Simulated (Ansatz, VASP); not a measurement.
## One calculation of Mg2GeN3, two programs

```
CELL_PARAMETERS angstrom
3.00321 0.00000 0.00000
-1.50161 2.60086 0.00000
0.00000 0.00000 7.72851
ATOMIC_POSITIONS crystal
Mg 0.33333 0.66667 0.66750
Mg 0.66667 0.33333 0.33250
Ge 0.00000 0.00000 0.00000
N 0.33333 0.66667 0.14381
N 0.66667 0.33333 0.85619
N 0.00000 0.00000 0.50000
```

Alike in both runs: functional PBE; k mesh 12 × 12 × 4; occupations gaussian, width 0.1 eV; no spin polarisation.

Ansatz relaxed the structure, and its values are those at the end. VASP's run is a single point on that final structure, the one shown.

|  | VASP | Ansatz |
| --- | --- | --- |
| version | VASP 6.6.1 | Ansatz 0.2.0 |
| potentials or method | VASP PAW PBE potentials, release 64 (Mg, Ge_d, N), cutoff 520 eV | scalar-relativistic, plane waves, PAW |
| valence electrons in the cell | 33 | 49 |

```tsv
	VASP	Ansatz	Ansatz less VASP
gap on the k mesh at the Fermi level (eV)	none	none	-
pressure (GPa)	-0.3	0.0	+0.33
rms of the force components (eV/Å)	0.013	0.000	-0.0126
```

A gap of «none» marks a metal or a gap that the smearing closes. The functional is the same, so the differences come from potentials, cutoffs and numerics. VASP's potentials hold 33 valence electrons a cell and Ansatz's 49, so a difference there can come from the potentials and not from the codes.
